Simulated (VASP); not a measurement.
# Ti3H in VASP: a series of runs, part 3 of 3

VASP 6.6.1. The steps go on from the part before.

**5. Single point, PBE**

INCAR reads:

```
SYSTEM = Ti3H
  PREC = Accurate
  ENCUT = 520
  EDIFF = 1E-7
  ISMEAR = 0
  SIGMA = 0.1
  LREAL = .FALSE.
  LASPH = .TRUE.
  NELM = 80
  ALGO = Normal
  ISIF = 2
  LWAVE = .FALSE.
  LCHARG = .FALSE.
  LDIPOL = .TRUE.
  IDIPOL = 3
  DIPOL = 0.5 0.5 0.353
  GGA = PE
  NBANDS = 26
```

KPOINTS reads:

```
regular mesh
0
G
  10 10 1
  0 0 0
```

POSCAR reads:

```
Ti3H
1.0
    2.8192036097      0.0000000000      0.0000000000
   -0.9397345366      2.6579706533      0.0000000000
    0.0000000000      0.0000000000     19.8263799740
Ti H
3 1
Direct
    0.5000000000      0.5000000000      0.2017514042
    0.0000000000      0.0000000000      0.3111715134
    0.5000000000      0.5000000000      0.4199647129
    0.6666666667      1.0000000000      0.4809579039
```

Potentials or basis: VASP PAW PBE potentials, release 64 (Ti_sv, H).

Started as:

```sh
$ cat potpaw_PBE.64/Ti_sv/POTCAR potpaw_PBE.64/H/POTCAR > POTCAR
$ mpirun -np 1 vasp_std > vasp.out
```

OUTCAR:

```text
SYSTEM = Ti3H
   PREC = Accurate
   ENCUT = 520
   EDIFF = 1E-7
   ISMEAR = 0
   LREAL = .FALSE.
   LASPH = .TRUE.
   NELM = 80
   ISIF = 2
   GGA = PE

 ion  position               nearest neighbor table
   1  0.500  0.500  0.202-   2 2.71   2 2.71
   2  0.000  0.000  0.311-   3 2.70   3 2.70   1 2.71   1 2.71
   3  0.500  0.500  0.420-   4 1.80   2 2.70   2 2.70
   4  0.667  0.000  0.481-   3 1.80

  LATTYP: Found a base centered orthorhombic cell.
 ALAT       =     3.2553359259
 B/A-ratio  =     1.4142135624
 C/A-ratio  =     6.0904252050

  Lattice vectors:

 A1 = (   2.8192036097,   0.0000000000,   0.0000000000)
 A2 = (  -0.9397345366,   2.6579706533,   0.0000000000)
 A3 = (   0.0000000000,   0.0000000000,  19.8263799740)

Analysis of symmetry for initial positions (statically):
=====================================================================
 Subroutine PRICEL returns:
 Original cell was already a primitive cell.

 Routine SETGRP: Setting up the symmetry group for a
 base centered orthorhombic supercell.

 Subroutine GETGRP returns: Found  1 space group operations
 (whereof  1 operations were pure point group operations)
 out of a pool of  8 trial point group operations.

The static configuration has the point symmetry C_1 .

Analysis of symmetry for dynamics (positions and initial velocities):
=====================================================================
 Subroutine PRICEL returns:
 Original cell was already a primitive cell.

 Routine SETGRP: Setting up the symmetry group for a
 base centered orthorhombic supercell.

 Subroutine GETGRP returns: Found  1 space group operations
 (whereof  1 operations were pure point group operations)
 out of a pool of  8 trial point group operations.

The dynamic configuration has the point symmetry C_1 .

 Subroutine INISYM returns: Found  1 space group operations
 (whereof  1 operations are pure point group operations),
[... 124 lines left out ...]
   LORBIT       =      0    0 simple, 1 ext, 2 COOP (PROOUT), +10 PAW based schemes
   GGA     = PE    functional components
   LHFCALC =     F    Hartree Fock is set to
   AEXX    =    0.0000 exact exchange contribution
   IVDW    =     0    specifies the selected vdW correction
   LEPSILON=     F    determine dielectric tensor
   LRPA    =     F    only Hartree local field effects (RPA)
 non-spin polarized calculation
 Gauss-broadening in eV      SIGMA  =   0.10
  energy-cutoff  :      520.00
  volume of cell :      148.57
 maximum number of plane-waves:      4027
 NGX is ok and might be reduce to    24
   NGX = 11   NGY = 11   NGZ = 73

 dipolmoment           0.000000      0.000000     -0.140742 electrons x Angstroem

 number of electron      36.9999993 magnetization

 dipolmoment           0.000000      0.000000      0.029712 electrons x Angstroem

 Free energy of the ion-electron system (eV)
  ---------------------------------------------------
  ext. energy  EPLUGINS =         0.00000000
  ---------------------------------------------------
  free energy    TOTEN  =       -25.60243837 eV

  energy without entropy =      -25.55583552  energy(sigma->0) =      -25.57913694

 E-fermi :   0.0040     XC(G=0):  -5.0717

 val. band max:        0.0022472433   @ k =   0.0000   0.1000   0.0000
 cond. band min:       0.0052092037   @ k =   0.1000   0.0000   0.0000
 fundamental gap:      0.0029619605
 Fermi energy:         0.0040295899

 k-point     1 :       0.0000    0.0000    0.0000
  band No.  band energies     occupation
      1     -56.6807      2.00000
      2     -56.6369      2.00000
      3     -56.2138      2.00000
      4     -33.1434      2.00000
      5     -32.9768      2.00000
      6     -32.6947      2.00000
[... 685 lines left out ...]
     25       2.2800      0.00000
     26       2.5054      0.00000

 [... further k-points ...]

------------------------ aborting loop because EDIFF is reached ----------------------------------------

 vacuum level on the upper side and lower side of the slab       (xc-potential included)         0.199        -0.551

  FORCE on cell =-STRESS in cart. coord.  units (eV):
  Direction    XX          YY          ZZ          XY          YZ          ZX
  --------------------------------------------------------------------------------------
  -------------------------------------------------------------------------------------
  Total       -0.5669916      0.1441714      0.6712069     -0.0542004      1.1380094      0.1835824
  in kB       -6.1145875      1.5547827      7.2384727     -0.5845112     12.2725945      1.9798016
  external PRESSURE =       0.8928893 kB  Pullay stress =       0.0000000 kB

 VOLUME and BASIS-vectors are now :
 -----------------------------------------------------------------------------
  energy-cutoff  :      520.00
  volume of cell :      148.57
      direct lattice vectors                 reciprocal lattice vectors
     2.819203610  0.000000000  0.000000000     0.354710102  0.125408959  0.000000000
    -0.939734537  2.657970653  0.000000000     0.000000000  0.376226878  0.000000000
     0.000000000  0.000000000 19.826379974     0.000000000  0.000000000  0.050437851

 POSITION                                       TOTAL-FORCE (eV/Angst)
 -----------------------------------------------------------------------------------
      0.93973      1.32899      4.00000         0.003659     -0.004024      0.017711
      0.00000      0.00000      6.16940        -0.011257      0.022222     -0.357265
      0.93973      1.32899      8.32638        -0.137175     -0.984619      0.335660
      1.87947      0.00000      9.53565         0.144773      0.966421      0.003893
 -----------------------------------------------------------------------------------
    total drift:                                0.000006      0.000002      0.000220

  FREE ENERGIE OF THE ION-ELECTRON SYSTEM (eV)
  ---------------------------------------------------
  free  energy   TOTEN  =       -25.6024383660 eV

  energy  without entropy=      -25.5558355151  energy(sigma->0) =      -25.57913694

 vacuum level on the upper side and lower side of the slab         4.874         4.100
```

stdout:

```text
POSCAR found type information on POSCAR TiH
 POSCAR found :  2 types and       4 ions
 scaLAPACK will be used
 LDA part: xc-table for (Slater+PW92), standard interpolation
 POSCAR, INCAR and KPOINTS ok, starting setup
 FFT: planning ... GRIDC
 FFT: planning ... GRID_SOFT
 FFT: planning ... GRID
 WAVECAR not read
 entering main loop
```

It took 14 min on 1 thread of Intel Xeon 8259CL, shared host; peak memory 0.38 GiB.

What came out:

```yaml
Free_energy: -25.6024 eV
Largest_force: 1.049 eV/Å
Band_gap_on_the_k_mesh: zero (an odd number of electrons rules out a gap without spin polarisation)
```

Forces on the atoms (eV/Å):
```
Ti   0.004 -0.004  0.018
Ti  -0.011  0.022 -0.357
Ti  -0.137 -0.985  0.336
H    0.145  0.966  0.004
```

Levels at points of the mesh, in eV from the Fermi level:
| k point | band 15 | band 16 | band 17 | band 18 | band 19 | band 20 | band 21 | band 22 | band 23 | band 24 |
| --- | --- | --- | --- | --- | --- | --- | --- | --- | --- | --- |
| (0.00, 0.00, 0.00) | -3.10 | -1.56 | -0.38 | -0.01 | 0.08 | 0.92 | 1.09 | 1.10 | 1.20 | 2.26 |
| (0.50, 0.00, 0.00) | -1.89 | -0.87 | -0.37 | -0.28 | 0.02 | 0.17 | 0.93 | 1.68 | 2.36 | 2.58 |
| (0.00, 0.50, 0.00) | -2.05 | -1.52 | -0.34 | -0.29 | -0.04 | 0.17 | 1.08 | 2.38 | 2.43 | 2.62 |
| (0.50, 0.50, 0.00) | -1.97 | -1.77 | -1.30 | -0.43 | -0.03 | 1.23 | 1.74 | 1.90 | 2.60 | 3.08 |

**6. Relaxation of the atoms, PBE**

INCAR reads:

```
SYSTEM = Ti3H
PREC     = Accurate       ! precision mode
ENCUT    = 520            ! plane-wave cutoff, eV
EDIFF    = 1E-7           ! SCF threshold, eV
ISMEAR   = 0              ! smearing method
SIGMA    = 0.1            ! smearing width, eV
LREAL    = .FALSE.        ! projectors in reciprocal space
LASPH    = .TRUE.         ! aspherical terms in the spheres
NELM     = 100            ! most SCF steps
ALGO     = Fast           ! electronic algorithm
ISIF     = 2              ! what is computed and relaxed
LWAVE    = .FALSE.        ! write WAVECAR
LCHARG   = .FALSE.        ! write CHGCAR
LDIPOL   = .TRUE.       
IDIPOL   = 3            
DIPOL    = 0.5 0.5 0.357
GGA      = PE             ! functional
IBRION   = 2              ! ionic algorithm
NSW      = 36             ! ionic steps
EDIFFG   = -0.025         ! ionic threshold
```

KPOINTS is that of step 5.

POSCAR reads:

```
Ti3H
1.0
    2.8192036097      0.0000000000      0.0000000000
   -0.9397345366      2.6579706533      0.0000000000
    0.0000000000      0.0000000000     19.8263799740
Ti H
3 1
Selective dynamics
Direct
    0.5000000000      0.5000000000      0.2017514042  F F F
    0.0000000000      0.0000000000      0.3111715134  F F F
    0.5000000000      0.5000000000      0.4199647129  F F F
    0.6666666667      0.8333333333      0.4951130976  F F T
```

Potentials or basis: VASP PAW PBE potentials, release 64 (Ti_sv, H).

Started as:

```sh
$ cat potpaw_PBE.64/Ti_sv/POTCAR potpaw_PBE.64/H/POTCAR > POTCAR
$ mpirun -np 1 vasp_std > vasp.out
```

It took 22 min on 1 thread of Oxide Virtual Turin-like, shared host; peak memory 0.33 GiB.

Results (log left out):

```
Free energy            : -25.0572 eV
Band gap on the k mesh : zero (an odd number of electrons rules out a gap without spin polarisation)
```

Final structure:
```cif
data_structure
_symmetry_space_group_name_H-M 'P 1'
_symmetry_Int_Tables_number 1
_cell_length_a 2.8192
_cell_length_b 2.8192
_cell_length_c 19.8264
_cell_angle_alpha 90.000
_cell_angle_beta 90.000
_cell_angle_gamma 109.471
_cell_volume 148.57
loop_
_atom_site_label
_atom_site_type_symbol
_atom_site_fract_x
_atom_site_fract_y
_atom_site_fract_z
_atom_site_occupancy
Ti1 Ti 0.50000 0.50000 0.20175 1
Ti2 Ti 0.00000 0.00000 0.31117 1
Ti3 Ti 0.50000 0.50000 0.41996 1
H1 H 0.66667 0.83333 0.49511 1
```

Levels at points of the mesh, in eV from the Fermi level:
```csv
k point,band 16,band 17,band 18,band 19,band 20,band 21,band 22
"(0.00, 0.00, 0.00)",-2.03,-0.40,-0.01,0.09,0.98,1.10,1.24
"(0.50, 0.00, 0.00)",-1.11,-0.37,-0.31,-0.12,0.28,0.93,1.64
"(0.00, 0.50, 0.00)",-1.53,-0.36,-0.29,-0.06,0.23,1.12,2.41
"(0.50, 0.50, 0.00)",-1.76,-1.12,-0.56,0.03,1.27,1.55,2.18
```

Caveat: the relaxation stopped at its first step, so nothing moved.

**7. Overview**

| task | cell | atoms held fixed (from 0) | atoms held along some axes (from 0) | gap on the mesh (eV) | largest force (eV/Å) |
| --- | --- | --- | --- | --- | --- |
| single point | as given, atomic positions A | - | - | none | 1.38 |
| single point | as given, atomic positions B | - | - | none | 1.32 |
| single point | as given, atomic positions C | - | - | none | 1.25 |
| single point | as given, atomic positions D | - | - | none | 1.05 |
| relaxation of the atoms | atoms relaxed, atomic positions A | [0, 1, 2] | atom 3 along a and b | none | - |

Alike in all rows: level PBE; potentials or basis VASP PAW PBE potentials, release 64 (Ti_sv, H); no spin polarisation; k mesh 10 × 10 × 1; cutoff (eV) 520; smearing gaussian 0.1 eV.

Caveats: the relaxation stopped at its first step, so nothing moved (at least some runs).

Absolute energies hang on the potentials; compare differences alone.
